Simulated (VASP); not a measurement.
# C (P6_3/mmc) in VASP: a series of runs

Runs on C. Level: PBEsol. Tasks: single point.

Everything below comes from runs of VASP 6.6.1. Logs are shortened: lines on timing, memory, paths and dates and some standing lists are left out, and cuts for length are marked.

## 1. The cell of the first run

Symmetry: P6_3/mmc, No. 194, hexagonal system. Conventional cell: a = 2.570 Å, b = 2.570 Å, c = 7.096 Å, α = 90.00°, β = 90.00°, γ = 120.00°. C (site symmetry -6m2) has 3 C at 1.48 Å within 2.0 Å. C (site symmetry -6m2) has 3 C at 1.48 Å within 2.0 Å.

## 2. Single point, PBEsol (biaxial strain in the a-b plane: +4.5 %)

File INCAR:

```
ALGO     = Normal         # electronic algorithm
EDIFF    = 1E-6           # SCF threshold, eV
ENCUT    = 520            # plane-wave cutoff, eV
GGA      = PS             # functional
ISIF     = 2              # what is computed and relaxed
ISMEAR   = 0              # smearing method
LASPH    = True           # aspherical terms in the spheres
LCHARG   = True           # write CHGCAR
LELF     = True           # ELF
LREAL    = False          # projectors in reciprocal space
LVHAR    = True         
LWAVE    = False          # write WAVECAR
NBANDS   = 16             # bands
NELM     = 80             # most SCF steps
PREC     = Accurate       # precision mode
SIGMA    = 0.1            # smearing width, eV
```

File KPOINTS:

```
k-points
0
Gamma
  24 24 8
```

File POSCAR:

```
C
1.0
    2.5695495702      0.0000000000      0.0000000000
   -1.2847747851      2.2252952041      0.0000000000
    0.0000000000      0.0000000000      7.0964872364
C
4
Direct
    0.0000000000      0.0000000000      0.2500000000
    0.0000000000      0.0000000000      0.7500000000
    0.3333333333      0.6666666667      0.2500000000
    0.6666666667      0.3333333333      0.7500000000
```

Potentials or basis: VASP PAW PBE potentials, release 64 (C).

Started as:

```
$ cat potpaw_PBE.64/C/POTCAR > POTCAR
$ mpirun -np 1 vasp_std > vasp.out
```

OUTCAR:

```text
EDIFF = 1E-6
   ENCUT = 520
   GGA = PS
   ISIF = 2
   ISMEAR = 0
   LASPH = True
   LREAL = False
   NELM = 80
   PREC = Accurate

 ion  position               nearest neighbor table
   1  0.000  0.000  0.250-   3 1.48   3 1.48   3 1.48
   2  0.000  0.000  0.750-   4 1.48   4 1.48   4 1.48
   3  0.333  0.667  0.250-   1 1.48   1 1.48   1 1.48
   4  0.667  0.333  0.750-   2 1.48   2 1.48   2 1.48

  LATTYP: Found a hexagonal cell.
 ALAT       =     2.5695495702
 C/A-ratio  =     2.7617631194

  Lattice vectors:

 A1 = (   2.5695495702,   0.0000000000,   0.0000000000)
 A2 = (  -1.2847747851,   2.2252952041,   0.0000000000)
 A3 = (   0.0000000000,   0.0000000000,   7.0964872364)

Analysis of symmetry for initial positions (statically):
=====================================================================
 Subroutine PRICEL returns:
 Original cell was already a primitive cell.

 Routine SETGRP: Setting up the symmetry group for a
 hexagonal supercell.

 Subroutine GETGRP returns: Found 24 space group operations
 (whereof 12 operations were pure point group operations)
 out of a pool of 24 trial point group operations.

The static configuration has the point symmetry D_3d.
 The point group associated with its full space group is D_6h.

Analysis of symmetry for dynamics (positions and initial velocities):
=====================================================================
 Subroutine PRICEL returns:
 Original cell was already a primitive cell.

 Routine SETGRP: Setting up the symmetry group for a
 hexagonal supercell.

 Subroutine GETGRP returns: Found 24 space group operations
 (whereof 12 operations were pure point group operations)
 out of a pool of 24 trial point group operations.

The dynamic configuration has the point symmetry D_3d.
 The point group associated with its full space group is D_6h.

 Subroutine INISYM returns: Found 24 space group operations
 (whereof 12 operations are pure point group operations),
 and found     1 'primitive' translations

----------------------------------------------------------------------------------------

                                     Primitive cell

  volume of cell :      40.5778

  direct lattice vectors                    reciprocal lattice vectors
     2.569549570  0.000000000  0.000000000     0.389173267  0.224689290  0.000000000
    -1.284774785  2.225295204  0.000000000     0.000000000  0.449378580  0.000000000
     0.000000000  0.000000000  7.096487236     0.000000000  0.000000000  0.140914789

  length of vectors
     2.569549570  2.569549570  7.096487236     0.449378580  0.449378580  0.140914789

  position of ions in fractional coordinates (direct lattice)
     0.000000000  0.000000000  0.250000000
     0.000000000  0.000000000  0.750000000
     0.333333333  0.666666667  0.250000000
     0.666666667  0.333333333  0.750000000

  ion indices of the primitive-cell ions
   primitive index   ion index
                 1           1
                 2           2
                 3           3
                 4           4

----------------------------------------------------------------------------------------

 KPOINTS: k-points

Automatic generation of k-mesh.
 Grid dimensions read from file:
 generate k-points for:   24   24    8

 Generating k-lattice:

  Cartesian coordinates                     Fractional coordinates (reciprocal lattice)
     0.016215553  0.009362054  0.000000000     0.041666667  0.000000000  0.000000000
     0.000000000  0.018724108  0.000000000     0.000000000  0.041666667  0.000000000
     0.000000000  0.000000000  0.017614349     0.000000000  0.000000000  0.125000000

  Length of vectors
     0.018724108  0.018724108  0.017614349

  Shift w.r.t. Gamma in fractional coordinates (k-lattice)
     0.000000000  0.000000000  0.000000000

 Subroutine IBZKPT returns following result:
 ===========================================

 Found    305 irreducible k-points:

 Following reciprocal coordinates:
            Coordinates               Weight
  0.000000  0.000000  0.000000      1.000000
  0.041667  0.000000  0.000000      6.000000
  0.083333 -0.000000  0.000000      6.000000
  0.125000  0.000000  0.000000      6.000000
  0.166667 -0.000000  0.000000      6.000000
  0.208333  0.000000  0.000000      6.000000
[... 16 lines left out ...]
  0.416667  0.041667  0.000000     12.000000
  0.458333  0.041667  0.000000     12.000000
 [... further k-points ...]
   k-points           NKPTS =    305   k-points in BZ     NKDIM =    305   number of bands    NBANDS=     16
   number of dos      NEDOS =    301   number of ions     NIONS =      4
   total plane-waves  NPLWV =  21600
   dimension x,y,z NGX =    20 NGY =   20 NGZ =   54
   dimension x,y,z NGXF=    40 NGYF=   40 NGZF=  108
   ions per type =               4
   NGX,Y,Z   is equivalent  to a cutoff of  12.94, 12.94, 12.65 a.u.
   NGXF,Y,Z  is equivalent  to a cutoff of  25.88, 25.88, 25.30 a.u.
 SYSTEM =  unknown system
   PREC   = accura    normal or accurate (medium, high low for compatibility)
   ISTART =      0    job   : 0-new  1-cont  2-samecut
   ICHARG =      2    charge: 1-file 2-atom 10-const
   ISPIN  =      1    spin polarized calculation?
   LNONCOLLINEAR =      F non collinear calculations
   LSORBIT =      F    spin-orbit coupling
   LASPH  =      T    aspherical Exc in radial PAW
   ENCUT  =  520.0 eV  38.22 Ry    6.18 a.u.   4.78  4.78 13.19*2*pi/ulx,y,z
   NELM   =     80;   NELMIN=  2; NELMDL= -5     # of ELM steps
   EDIFF  = 0.1E-05   stopping-criterion for ELM
   LREAL  =      F    real-space projection
   EDIFFG = 0.1E-04   stopping-criterion for IOM
   NSW    =      0    number of steps for IOM
   IBRION =     -1    ionic relax: 0-MD 1-quasi-New 2-CG
   NFREE  =      0    steps in history (QN), initial steepest desc. (CG)
   ISIF   =      2    stress and relaxation
   ISYM   =      2    0-nonsym 1-usesym 2-fastsym
   POTIM  = 0.5000    time-step for ionic-motion
   TEBEG  =    0.0;   TEEND  =   0.0 temperature during run
   PSTRESS=    0.0 pullay stress
   NELECT =      16.0000    total number of electrons
   NUPDOWN=      -1.0000    fix difference up-down
   EMIN   =  10.00;   EMAX   =-10.00  energy-range for DOS
   EFERMI =   0.00;   METHOD = LEGACY
   ISMEAR =     0;   SIGMA  =   0.10  broadening in eV -4-tet -1-fermi 0-gaus
   EFERMI_NEDOS =   21; number of points for ismear=-14 and -15
   IALGO  =     38    algorithm
   IMIX   =      4    mixing-type and parameters
     AMIX     =   0.40;   BMIX     =  1.00
     AMIX_MAG =   1.60;   BMIX_MAG =  1.00
  volume/ion in A,a.u.               =      10.14        68.46
  Fermi-wavevector in a.u.,A,eV,Ry     =   1.200472  2.268564 19.607815  1.441134
  Thomas-Fermi vector in A             =   2.336307
   LORBIT       =      0    0 simple, 1 ext, 2 COOP (PROOUT), +10 PAW based schemes
   GGA     = PS    functional components
   LHFCALC =     F    Hartree Fock is set to
   AEXX    =    0.0000 exact exchange contribution
   IVDW    =     0    specifies the selected vdW correction
   LEPSILON=     F    determine dielectric tensor
   LRPA    =     F    only Hartree local field effects (RPA)
 non-spin polarized calculation
 Gauss-broadening in eV      SIGMA  =   0.10
  energy-cutoff  :      520.00
  volume of cell :       40.58
 maximum number of plane-waves:      1107
 NGX is ok and might be reduce to    20
   NGX =  9   NGY =  9   NGZ = 27

 number of electron      15.9999999 magnetization

 Free energy of the ion-electron system (eV)
  ---------------------------------------------------
  ext. energy  EPLUGINS =         0.00000000
  ---------------------------------------------------
  free energy    TOTEN  =       -38.09970423 eV

  energy without entropy =      -38.09926380  energy(sigma->0) =      -38.09948402

 E-fermi :   3.4177     XC(G=0):  -9.9154

 val. band max:        3.4133238175   @ k =   0.3333   0.3333   0.5000
 cond. band min:       3.4182177558   @ k =   0.3333   0.3333   0.2500
 fundamental gap:      0.0048939382
 Fermi energy:         3.4176965783

 k-point     1 :       0.0000    0.0000    0.0000
  band No.  band energies     occupation
      1     -15.1812      2.00000
      2     -14.9703      2.00000
      3      -4.1632      2.00000
      4      -2.5829      2.00000
      5       0.4008      2.00000
      6       0.4008      2.00000
[... 8 lines left out ...]
     15      13.3175      0.00000
     16      13.3966      0.00000

 k-point     2 :       0.0417    0.0000    0.0000
  band No.  band energies     occupation
      1     -15.1429      2.00000
      2     -14.9324      2.00000
      3      -4.1175      2.00000
      4      -2.5401      2.00000
      5       0.2362      2.00000
      6       0.2525      2.00000
[... 8 lines left out ...]
     15      13.2728      0.00000
     16      13.4002      0.00000

 k-point     3 :       0.0833   -0.0000    0.0000
  band No.  band energies     occupation
      1     -15.0277      2.00000
      2     -14.8188      2.00000
      3      -3.9807      2.00000
      4      -2.4121      2.00000
      5      -0.2297      2.00000
      6      -0.2056      2.00000
[... 8 lines left out ...]
     15      13.0529      0.00000
     16      13.0985      0.00000

 k-point     4 :       0.1250    0.0000    0.0000
  band No.  band energies     occupation
      1     -14.8363      2.00000
      2     -14.6299      2.00000
      3      -3.7537      2.00000
      4      -2.2001      2.00000
      5      -0.9319      2.00000
      6      -0.8974      2.00000
[... 8 lines left out ...]
     15      12.5413      0.00000
     16      13.2408      0.00000
[... 324 lines left out ...]
 k-point    22 :       0.3750    0.0417    0.0000
  band No.  band energies     occupation
      1     -11.7931      2.00000
      2     -11.6300      2.00000
      3      -7.3185      2.00000
      4      -7.2096      2.00000
      5      -2.5395      2.00000
      6      -2.4979      2.00000
[... 8 lines left out ...]
     15      16.3696      0.00000
     16      18.2368      0.00000

 k-point    23 :       0.4167    0.0417    0.0000
  band No.  band energies     occupation
      1     -11.1097      2.00000
      2     -10.9619      2.00000
      3      -8.2198      2.00000
      4      -8.1066      2.00000
      5      -2.6862      2.00000
      6      -2.6439      2.00000
[... 8 lines left out ...]
     15      15.9937      0.00000
     16      17.7247      0.00000

 k-point    24 :       0.4583    0.0417    0.0000
  band No.  band energies     occupation
      1     -10.4877      2.00000
      2     -10.3808      2.00000
      3      -8.9222      2.00000
      4      -8.8337      2.00000
      5      -2.7602      2.00000
      6      -2.7177      2.00000
[... 8 lines left out ...]
     15      16.3083      0.00000
     16      17.3631      0.00000

 [... further k-points ...]

------------------------ aborting loop because EDIFF is reached ----------------------------------------

  FORCE on cell =-STRESS in cart. coord.  units (eV):
  Direction    XX          YY          ZZ          XY          YZ          ZX
  --------------------------------------------------------------------------------------
  -------------------------------------------------------------------------------------
  Total      -10.7893607    -10.7893607      0.0687984     -0.0000000     -0.0000000      0.0000000
  in kB     -426.0084731   -426.0084731      2.7164435     -0.0000000     -0.0000000      0.0000000
  external PRESSURE =    -283.1001675 kB  Pullay stress =       0.0000000 kB

 VOLUME and BASIS-vectors are now :
 -----------------------------------------------------------------------------
  energy-cutoff  :      520.00
  volume of cell :       40.58
      direct lattice vectors                 reciprocal lattice vectors
     2.569549570  0.000000000  0.000000000     0.389173267  0.224689290  0.000000000
    -1.284774785  2.225295204  0.000000000     0.000000000  0.449378580  0.000000000
     0.000000000  0.000000000  7.096487236     0.000000000  0.000000000  0.140914789

 POSITION                                       TOTAL-FORCE (eV/Angst)
 -----------------------------------------------------------------------------------
      0.00000      0.00000      1.77412         0.000000     -0.000000     -0.000000
      0.00000      0.00000      5.32237        -0.000000      0.000000     -0.000000
     -0.00000      1.48353      1.77412        -0.000000      0.000000      0.000000
      1.28477      0.74177      5.32237         0.000000     -0.000000     -0.000000
 -----------------------------------------------------------------------------------
    total drift:                                0.000000      0.000000      0.000000

  FREE ENERGIE OF THE ION-ELECTRON SYSTEM (eV)
  ---------------------------------------------------
  free  energy   TOTEN  =       -38.0997042327 eV

  energy  without entropy=      -38.0992638044  energy(sigma->0) =      -38.09948402
```

Wall time 2.1 min (1 thread of Intel Xeon Platinum 8259CL at 2.50GHz (Skylake/Cascade Lake), shared host); peak memory 0.25 GiB.

Results:

| Property | Result |
| --- | --- |
| Free energy | -38.0997 eV |
| Pressure | -28.3 GPa |
| Band gap on the k mesh | zero (band 8 reaches 3.43 eV, above the bottom of band 9 at 3.41 eV) |

Caveat: the cell differs from its parent crystal (biaxial strain in the a-b plane: +4.5 %); the PAW data sets were made with another functional, which shifts forces and pressure a little; this functional lacks dispersion, which binds the layers, so the pressure and a relaxed spacing across them are unreliable.

(Continued in part 2 of 2.)
